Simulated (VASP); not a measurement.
Input of a VASP 6.6.1 run:

File INCAR:

```
ALGO     = Normal         # electronic algorithm
EDIFF    = 1E-6           # SCF threshold, eV
EDIFFG   = -0.01          # ionic threshold
ENCUT    = 600            # plane-wave cutoff, eV
GGA      = PS             # functional
IBRION   = 2              # ionic algorithm
ISIF     = 3              # what is computed and relaxed
ISMEAR   = 0              # smearing method
LASPH    = True           # aspherical terms in the spheres
LCHARG   = False          # write CHGCAR
LREAL    = False          # projectors in reciprocal space
LWAVE    = False          # write WAVECAR
NELM     = 100            # most SCF steps
NSW      = 80             # ionic steps
PREC     = Accurate       # precision mode
SIGMA    = 0.1            # smearing width, eV
```

KPOINTS

```
k-points
0
Gamma
  6 6 6
```

The input POSCAR:

```
Hf3N2
1.0
    1.5994260774      0.9234290764      7.7548432223
   -1.5994260774      0.9234290764      7.7548432223
    0.0000000000     -1.8468581527      7.7548432223
Hf N
3 2
Direct
    0.7794186600      0.7794186600      0.7794186600
    0.2205813400      0.2205813400      0.2205813400
    0.0000000000      0.0000000000      0.0000000000
    0.6119155300      0.6119155300      0.6119155300
    0.3880844700      0.3880844700      0.3880844700
```

Potentials or basis: VASP PAW PBE potentials, release 64 (Hf_pv, N).

The run is started by

```console
$ cat potpaw_PBE.64/Hf_pv/POTCAR potpaw_PBE.64/N/POTCAR > POTCAR
$ mpirun -np 1 vasp_std > vasp.out
```

**Question.** What does it give for the relaxed volume?

**Answer.** 13.53 Å³/atom.

**Question.** Estimate the space group after relaxing (to 0.05 Å).

**Answer.** R-3m (No. 166).

**Question.** Estimate the band gap on the k mesh.

**Answer.** Zero (band 20 reaches 7.32 eV, above the bottom of band 21 at 6.30 eV).

**Question.** Estimate the relaxed cell.

**Answer.** a = 7.912 Å, b = 7.912 Å, c = 7.912 Å, α = 23.23°, β = 23.23°, γ = 23.23°.

Final structure:
```yaml
crystal:
  lattice:
    - [1.59291, 0.91967, 7.69523]
    - [-1.59291, 0.91967, 7.69523]
    - [0.00000, -1.83934, 7.69523]
  atoms:
    - { symbol: Hf, position: [0.77869, 0.77869, 0.77869] }
    - { symbol: Hf, position: [0.22131, 0.22131, 0.22131] }
    - { symbol: Hf, position: [0.00000, 0.00000, 0.00000] }
    - { symbol: N, position: [0.61106, 0.61106, 0.61106] }
    - { symbol: N, position: [0.38894, 0.38894, 0.38894] }
```

Caveat: the k points lie up to 0.38 Å⁻¹ apart in the final cell; the PAW data sets were made with another functional, which shifts forces and pressure a little; spin-orbit coupling is left out, which moves the levels of the heavy elements.
